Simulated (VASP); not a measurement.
A run of VASP 6.6.1:

File POSCAR:

```
Sr
1.0
    4.2022502152      0.0000000000      0.0000000000
   -2.1011251076      3.6392554394      0.0000000000
    0.0000000000      0.0000000000      7.4025000000
Sr
2
Direct
    0.3333333333      0.6666666667      0.2500000000
    0.6666666667      0.3333333333      0.7500000000
```

INCAR.step1

```
SYSTEM = Sr
ALGO = Normal
EDIFF = 1E-4
ENCUT = 520
GGA = PE
ISMEAR = 0
LASPH = .True.
LCHARG = .False.
LREAL = .False.
LWAVE = .True.
NBANDS = 17
NELM = 60
PREC = Accurate
SIGMA = 0.15
```

Contents of INCAR.step2:

```
SYSTEM = Sr
ALGO = Normal
EDIFF = 1E-6
ENCUT = 520
ISIF = 2
ISMEAR = 0
ISTART = 1
LASPH = .True.
LCHARG = .False.
LMIXTAU = .True.
LREAL = .False.
LWAVE = .False.
METAGGA = R2SCAN
NBANDS = 17
NELM = 60
PREC = Accurate
SIGMA = 0.15
```

KPOINTS

```
k-points
0
Gamma
  12 12 8
  0 0 0
```

Potentials or basis: VASP PAW PBE potentials, release 64 (Sr_sv).

Launch:

```console
$ cat potpaw_PBE.64/Sr_sv/POTCAR > POTCAR
$ cp INCAR.step1 INCAR
$ mpirun -np 1 vasp_std > vasp.out
$ cp INCAR.step2 INCAR
$ mpirun -np 1 vasp_std > vasp.out
```

Hardware: 1 thread of Intel(R) Xeon(R) 6975P-C (Granite Rapids), on a shared host.

Question: Estimate the wall time of this run.

Answer: Wall time 3.6 min on 1 thread of Intel(R) Xeon(R) 6975P-C (Granite Rapids) (shared host), peak memory 0.34 GiB. Counts: k points 95.
